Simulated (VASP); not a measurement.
Set up this calculation in VASP 6.6.1, as the native input.

```yaml
Task: single point
Functional: PBE
Dispersion: D3(BJ)
Potentials_or_basis: VASP PAW PBE potentials, release 64 (C, F)
Cutoff: 520 eV
k_mesh: 6 × 6 × 6
Occupations: gaussian, width 0.1 eV
Spin: no spin polarisation
Dipole_correction: no
Further_INCAR_settings: ALGO = Normal; EDIFF = 1e-06; NBANDS = 20
```

The structure of C4F lies in POSCAR:

```
C4F
1.0
   -2.2827518273      2.2827518273      2.2827518273
    2.2827518273     -2.2827518273      2.2827518273
    2.2827518273      2.2827518273     -2.2827518273
C F
4 1
Direct
    0.5000000000      0.5000000000      0.5000000000
    0.0000000000      0.0000000000      0.5000000000
    0.0000000000      0.5000000000      0.0000000000
    0.5000000000      0.0000000000      0.0000000000
    0.0000000000      0.0000000000      0.0000000000
```

These files were run (other wordings do the same):

INCAR

```
SYSTEM = C4F
PREC = Accurate
ENCUT = 520
EDIFF = 1E-6
ISMEAR = 0
SIGMA = 0.1
LREAL = .False.
LASPH = .True.
NELM = 80
ALGO = Normal
ISIF = 2
LWAVE = .False.
LCHARG = .True.
GGA = PE
IVDW = 12
LELF = .True.
LVHAR = .True.
NBANDS = 20
```

KPOINTS

```
Automatic mesh
0
Gamma
  6 6 6
  0 0 0
```

Potentials or basis: VASP PAW PBE potentials, release 64 (C, F).

Run with:

```sh
$ cat potpaw_PBE.64/C/POTCAR potpaw_PBE.64/F/POTCAR > POTCAR
$ mpirun -np 1 vasp_std > vasp.out
```

Results of the run:

The pressure is -0.1 GPa. The dispersion energy per atom is -0.195 eV.

Caveat: an odd number of electrons without spin polarisation forces a metal; a magnetic or distorted state may lie lower; pairwise dispersion overbinds metals, which lowers pressure and volume.

It took 13 s on 1 thread of Intel(R) Xeon(R) Platinum 8375C CPU @ 2.90GHz (Ice Lake) (shared host), peak memory 0.17 GiB.
